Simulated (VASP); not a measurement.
# Nb2H2Pb (P-3m1) in VASP: single point with PBE

Aim: the single point of Nb2H2Pb with PBE.

Program: VASP 6.6.1. These are calculated values, not measurements. Logs are shortened: lines on timing, memory, paths and dates and some standing lists are left out, and cuts for length are marked.

## Step 1: The cell of the first run

The structure is trigonal, space group P-3m1 (No. 164). Conventional cell: a = 3.481 Å, b = 3.481 Å, c = 7.851 Å, α = 90.00°, β = 90.00°, γ = 120.00°. Within 3.0 Å of Nb (site symmetry 3m) lie 3 H at 2.30 Å and 3 Nb at 2.95 Å. Within 3.0 Å of H (site symmetry 3m) lie 3 Nb at 2.30 Å and 3 Pb at 2.65 Å. Within 3.5 Å of Pb (site symmetry -3m) lie 6 H at 2.65 Å and 6 Pb at 3.48 Å and 6 Nb at 3.48 Å.

## Step 2: Single point, PBE

Contents of INCAR:

```
SYSTEM = Nb2H2Pb
PREC = Accurate
ENCUT = 520
EDIFF = 1E-6
ISMEAR = 0
SIGMA = 0.1
LREAL = .FALSE.
LASPH = .TRUE.
NELM = 60
ALGO = Normal
ISIF = 2
LWAVE = .FALSE.
LCHARG = .FALSE.
GGA = PE
NBANDS = 29
```

Contents of KPOINTS:

```
regular mesh
0
G
  6 6 2
  0 0 0
```

Contents of POSCAR:

```
Nb2H2Pb
1.0
    3.4810155800      0.0000000000      0.0000000000
   -1.7405077900      3.0146479300      0.0000000000
    0.0000000000      0.0000000000      7.8507714900
Nb H Pb
2 2 1
Direct
    0.6666666700      0.3333333300      0.6375328300
    0.3333333300      0.6666666700      0.3624671700
    0.3333333300      0.6666666700      0.7799915800
    0.6666666700      0.3333333300      0.2200084200
    0.0000000000      0.0000000000      0.0000000000
```

Potentials or basis: VASP PAW PBE potentials, release 64 (Nb_sv, H, Pb_d).

Command:

```bash
> cat potpaw_PBE.64/Nb_sv/POTCAR potpaw_PBE.64/H/POTCAR potpaw_PBE.64/Pb_d/POTCAR > POTCAR
> mpirun -np 1 vasp_std > vasp.out
```

OUTCAR:

```text
SYSTEM = Nb2H2Pb
   PREC = Accurate
   ENCUT = 520
   EDIFF = 1E-6
   ISMEAR = 0
   LREAL = .FALSE.
   LASPH = .TRUE.
   NELM = 60
   ISIF = 2
   GGA = PE

 ion  position               nearest neighbor table
   1  0.667  0.333  0.638-   2 2.95   2 2.95   2 2.95   5 3.48   5 3.48   5 3.48
   2  0.333  0.667  0.362-   1 2.95   1 2.95   1 2.95   5 3.48   5 3.48   5 3.48
   3  0.333  0.667  0.780-
   4  0.667  0.333  0.220-
   5  0.000  0.000  0.000-   1 3.48   2 3.48   1 3.48   2 3.48   1 3.48   2 3.48

  LATTYP: Found a hexagonal cell.
 ALAT       =     3.4810155800
 C/A-ratio  =     2.2553106441

  Lattice vectors:

 A1 = (   3.4810155800,   0.0000000000,   0.0000000000)
 A2 = (  -1.7405077900,   3.0146479300,   0.0000000000)
 A3 = (   0.0000000000,   0.0000000000,   7.8507714900)

Analysis of symmetry for initial positions (statically):
=====================================================================
 Subroutine PRICEL returns:
 Original cell was already a primitive cell.

 Routine SETGRP: Setting up the symmetry group for a
 hexagonal supercell.

 Subroutine GETGRP returns: Found 12 space group operations
 (whereof 12 operations were pure point group operations)
 out of a pool of 24 trial point group operations.

The static configuration has the point symmetry D_3d.

Analysis of symmetry for dynamics (positions and initial velocities):
=====================================================================
 Subroutine PRICEL returns:
 Original cell was already a primitive cell.

 Routine SETGRP: Setting up the symmetry group for a
 hexagonal supercell.

 Subroutine GETGRP returns: Found 12 space group operations
 (whereof 12 operations were pure point group operations)
 out of a pool of 24 trial point group operations.

The dynamic configuration has the point symmetry D_3d.

 Subroutine INISYM returns: Found 12 space group operations
 (whereof 12 operations are pure point group operations),
 and found     1 'primitive' translations

----------------------------------------------------------------------------------------

                                     Primitive cell

  volume of cell :      82.3863

  direct lattice vectors                    reciprocal lattice vectors
     3.481015580  0.000000000  0.000000000     0.287272486  0.165856847  0.000000000
    -1.740507790  3.014647930  0.000000000     0.000000000  0.331713694  0.000000000
     0.000000000  0.000000000  7.850771490     0.000000000  0.000000000  0.127376017

  length of vectors
     3.481015580  3.481015586  7.850771490     0.331713694  0.331713694  0.127376017

  position of ions in fractional coordinates (direct lattice)
     0.666666670  0.333333330  0.637532830
     0.333333330  0.666666670  0.362467170
     0.333333330  0.666666670  0.779991580
     0.666666670  0.333333330  0.220008420
     0.000000000  0.000000000  0.000000000

  ion indices of the primitive-cell ions
   primitive index   ion index
                 1           1
                 2           2
                 3           3
                 4           4
                 5           5

----------------------------------------------------------------------------------------

 KPOINTS: regular mesh

Automatic generation of k-mesh.
 Grid dimensions read from file:
 generate k-points for:    6    6    2

 Generating k-lattice:

  Cartesian coordinates                     Fractional coordinates (reciprocal lattice)
     0.047878748  0.027642808  0.000000000     0.166666667  0.000000000  0.000000000
     0.000000000  0.055285616  0.000000000     0.000000000  0.166666667  0.000000000
     0.000000000  0.000000000  0.063688008     0.000000000  0.000000000  0.500000000

  Length of vectors
     0.055285616  0.055285616  0.063688008

  Shift w.r.t. Gamma in fractional coordinates (k-lattice)
     0.000000000  0.000000000  0.000000000

 Subroutine IBZKPT returns following result:
 ===========================================

 Found     14 irreducible k-points:

 Following reciprocal coordinates:
            Coordinates               Weight
  0.000000  0.000000  0.000000      1.000000
  0.166667  0.000000  0.000000      6.000000
  0.333333  0.000000  0.000000      6.000000
  0.500000  0.000000  0.000000      3.000000
  0.166667  0.166667  0.000000      6.000000
  0.333333  0.166667  0.000000     12.000000
  0.333333  0.333333  0.000000      2.000000
  0.000000  0.000000  0.500000      1.000000
  0.166667  0.000000  0.500000      6.000000
  0.333333  0.000000  0.500000      6.000000
  0.500000  0.000000  0.500000      3.000000
  0.166667  0.166667  0.500000      6.000000
  0.333333  0.166667  0.500000     12.000000
  0.333333  0.333333  0.500000      2.000000
   k-points           NKPTS =     14   k-points in BZ     NKDIM =     14   number of bands    NBANDS=     29
   number of dos      NEDOS =    301   number of ions     NIONS =      5
   total plane-waves  NPLWV =  47040
   dimension x,y,z NGX =    28 NGY =   28 NGZ =   60
   dimension x,y,z NGXF=    56 NGYF=   56 NGZF=  120
   ions per type =               2   2   1
   NGX,Y,Z   is equivalent  to a cutoff of  13.37, 13.37, 12.71 a.u.
   NGXF,Y,Z  is equivalent  to a cutoff of  26.74, 26.74, 25.41 a.u.
 SYSTEM =  Nb2H2Pb
   PREC   = accura    normal or accurate (medium, high low for compatibility)
   ISTART =      0    job   : 0-new  1-cont  2-samecut
   ICHARG =      2    charge: 1-file 2-atom 10-const
   ISPIN  =      1    spin polarized calculation?
   LNONCOLLINEAR =      F non collinear calculations
   LSORBIT =      F    spin-orbit coupling
   LASPH  =      T    aspherical Exc in radial PAW
   ENCUT  =  520.0 eV  38.22 Ry    6.18 a.u.   6.47  6.47 14.60*2*pi/ulx,y,z
   NELM   =     60;   NELMIN=  2; NELMDL= -5     # of ELM steps
   EDIFF  = 0.1E-05   stopping-criterion for ELM
   LREAL  =      F    real-space projection
   EDIFFG = 0.1E-04   stopping-criterion for IOM
   NSW    =      0    number of steps for IOM
   IBRION =     -1    ionic relax: 0-MD 1-quasi-New 2-CG
   NFREE  =      0    steps in history (QN), initial steepest desc. (CG)
   ISIF   =      2    stress and relaxation
   ISYM   =      2    0-nonsym 1-usesym 2-fastsym
   POTIM  = 0.5000    time-step for ionic-motion
   TEBEG  =    0.0;   TEEND  =   0.0 temperature during run
   PSTRESS=    0.0 pullay stress
   NELECT =      42.0000    total number of electrons
   NUPDOWN=      -1.0000    fix difference up-down
   EMIN   =  10.00;   EMAX   =-10.00  energy-range for DOS
   EFERMI =   0.00;   METHOD = LEGACY
   ISMEAR =     0;   SIGMA  =   0.10  broadening in eV -4-tet -1-fermi 0-gaus
   EFERMI_NEDOS =   21; number of points for ismear=-14 and -15
   IALGO  =     38    algorithm
   IMIX   =      4    mixing-type and parameters
     AMIX     =   0.40;   BMIX     =  1.00
     AMIX_MAG =   1.60;   BMIX_MAG =  1.00
  volume/ion in A,a.u.               =      16.48       111.19
  Fermi-wavevector in a.u.,A,eV,Ry     =   1.307795  2.471374 23.270417  1.710327
  Thomas-Fermi vector in A             =   2.438505
   LORBIT       =      0    0 simple, 1 ext, 2 COOP (PROOUT), +10 PAW based schemes
   GGA     = PE    functional components
   LHFCALC =     F    Hartree Fock is set to
   AEXX    =    0.0000 exact exchange contribution
   IVDW    =     0    specifies the selected vdW correction
   LEPSILON=     F    determine dielectric tensor
   LRPA    =     F    only Hartree local field effects (RPA)
 non-spin polarized calculation
 Gauss-broadening in eV      SIGMA  =   0.10
  energy-cutoff  :      520.00
  volume of cell :       82.39
 maximum number of plane-waves:      2238
 NGX is ok and might be reduce to    28
   NGX = 13   NGY = 13   NGZ = 29

 number of electron      41.9999998 magnetization

 Free energy of the ion-electron system (eV)
  ---------------------------------------------------
  ext. energy  EPLUGINS =         0.00000000
  ---------------------------------------------------
  free energy    TOTEN  =       -28.74665487 eV

  energy without entropy =      -28.72915397  energy(sigma->0) =      -28.73790442

 E-fermi :   7.5278     XC(G=0): -10.8464

 val. band max:        7.4297180761   @ k =   0.3333   0.0000   0.5000
 cond. band min:       7.5552095227   @ k =   0.3333   0.3333   0.5000
 fundamental gap:      0.1254914466
 Fermi energy:         7.5277658083

 k-point     1 :       0.0000    0.0000    0.0000
  band No.  band energies     occupation
      1     -47.5327      2.00000
      2     -47.4297      2.00000
      3     -23.7249      2.00000
      4     -23.4710      2.00000
      5     -23.4710      2.00000
      6     -23.3266      2.00000
[... 21 lines left out ...]
     28      12.1227      0.00000
     29      14.4221      0.00000

 k-point     2 :       0.1667    0.0000    0.0000
  band No.  band energies     occupation
      1     -47.5222      2.00000
      2     -47.4314      2.00000
      3     -23.7141      2.00000
      4     -23.5479      2.00000
      5     -23.4927      2.00000
      6     -23.3585      2.00000
[... 21 lines left out ...]
     28      11.9786      0.00000
     29      12.2783      0.00000

 k-point     3 :       0.3333    0.0000    0.0000
  band No.  band energies     occupation
      1     -47.4977      2.00000
      2     -47.4383      2.00000
      3     -23.7174      2.00000
      4     -23.6724      2.00000
      5     -23.5330      2.00000
      6     -23.3847      2.00000
[... 21 lines left out ...]
     28      11.5257      0.00000
     29      11.8746      0.00000

 k-point     4 :       0.5000    0.0000    0.0000
  band No.  band energies     occupation
      1     -47.4806      2.00000
      2     -47.4465      2.00000
      3     -23.7467      2.00000
      4     -23.7159      2.00000
      5     -23.5521      2.00000
      6     -23.3601      2.00000
[... 277 lines left out ...]
     28      11.2980      0.00000
     29      11.6093      0.00000

 k-point    13 :       0.3333    0.1667    0.5000
  band No.  band energies     occupation
      1     -47.4807      2.00000
      2     -47.4464      2.00000
      3     -23.7231      2.00000
      4     -23.6966      2.00000
      5     -23.5915      2.00000
      6     -23.3804      2.00000
[... 21 lines left out ...]
     28      11.2792      0.00000
     29      11.4790      0.00000

 k-point    14 :       0.3333    0.3333    0.5000
  band No.  band energies     occupation
      1     -47.4614      2.00000
      2     -47.4614      2.00000
      3     -23.6937      2.00000
      4     -23.6937      2.00000
      5     -23.6596      2.00000
      6     -23.4092      2.00000
[... 21 lines left out ...]
     28      10.6547      0.00000
     29      10.6547      0.00000

------------------------ aborting loop because EDIFF is reached ----------------------------------------

  FORCE on cell =-STRESS in cart. coord.  units (eV):
  Direction    XX          YY          ZZ          XY          YZ          ZX
  --------------------------------------------------------------------------------------
  -------------------------------------------------------------------------------------
  Total       -8.3747666     -8.3747667     -6.1649524      0.0000000      0.0000000     -0.0000000
  in kB     -162.8652357   -162.8652365   -119.8906755      0.0000000      0.0000000     -0.0000000
  external PRESSURE =    -148.5403826 kB  Pullay stress =       0.0000000 kB

 VOLUME and BASIS-vectors are now :
 -----------------------------------------------------------------------------
  energy-cutoff  :      520.00
  volume of cell :       82.39
      direct lattice vectors                 reciprocal lattice vectors
     3.481015580  0.000000000  0.000000000     0.287272486  0.165856847  0.000000000
    -1.740507790  3.014647930  0.000000000     0.000000000  0.331713694  0.000000000
     0.000000000  0.000000000  7.850771490     0.000000000  0.000000000  0.127376017

 POSITION                                       TOTAL-FORCE (eV/Angst)
 -----------------------------------------------------------------------------------
      1.74051      1.00488      5.00512         0.000000      0.000000     -0.888260
     -0.00000      2.00977      2.84565        -0.000000     -0.000000      0.888260
     -0.00000      2.00977      6.12354         0.000000      0.000000     -1.040939
      1.74051      1.00488      1.72724         0.000000      0.000000      1.040939
      0.00000      0.00000      0.00000         0.000000      0.000000      0.000000
 -----------------------------------------------------------------------------------
    total drift:                               -0.000000     -0.000000      0.000000

  FREE ENERGIE OF THE ION-ELECTRON SYSTEM (eV)
  ---------------------------------------------------
  free  energy   TOTEN  =       -28.7466548718 eV

  energy  without entropy=      -28.7291539743  energy(sigma->0) =      -28.73790442
```

It took 35 s on 1 thread of Intel Xeon Platinum 8488C (Sapphire Rapids), shared host; peak memory 0.21 GiB.

What came out:

```yaml
Free_energy: -28.7467 eV
Pressure: -14.9 GPa
Largest_force: 1.041 eV/Å
Band_gap_on_the_k_mesh: zero (band 21 reaches 7.71 eV, above the bottom of band 22 at 6.66 eV)
```

Forces on the atoms (eV/Å):
```
Nb   0.000  0.000 -0.888
Nb   0.000  0.000  0.888
H    0.000  0.000 -1.041
H    0.000  0.000  1.041
Pb   0.000  0.000  0.000
```

Stress tensor (GPa, compression positive):
```
-16.29   0.00   0.00
  0.00 -16.29   0.00
  0.00   0.00 -11.99
```

Caveat: the k points lie up to 0.40 Å⁻¹ apart; spin-orbit coupling is left out, which moves the levels of the heavy elements; forces of over 1 eV/Å act on the atoms, so gaps and moduli don't describe the material at rest.
